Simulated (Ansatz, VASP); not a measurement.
Two plane-wave programs on MgO

```
CELL_PARAMETERS angstrom
0.00000 2.10713 2.10713
2.10713 0.00000 2.10713
2.10713 2.10713 0.00000
ATOMIC_POSITIONS crystal
Mg 0.00000 0.00000 0.00000
O 0.50000 0.50000 0.50000
```

Alike in both runs: functional PBEsol; k mesh 12 × 12 × 12; occupations fermi-dirac, width 0.05 eV; no spin polarisation.

Ansatz relaxed the structure, and its values are those at the end. VASP's run is a single point on that final structure, the one shown.

```csv
,VASP,Ansatz
version,VASP 6.6.1,Ansatz 0.2.0
potentials or method,"VASP PAW PBE potentials, release 64 (Mg, O)","PAW with Ansatz's default frozen-core files, scalar-relativistic"
plane-wave cutoff (eV),520,420
valence electrons in the cell,8,16
```

Ansatz gave:

| Property | Result |
| --- | --- |
| pressure (GPa) | 0.0 |

Question: What did VASP give for the same quantities?

Answer: Pressure (GPa): -0.5.

VASP's potentials were made for PBE, not for PBEsol. VASP's potentials hold 8 valence electrons a cell and Ansatz's 16, so a difference there can come from the potentials and not from the codes.
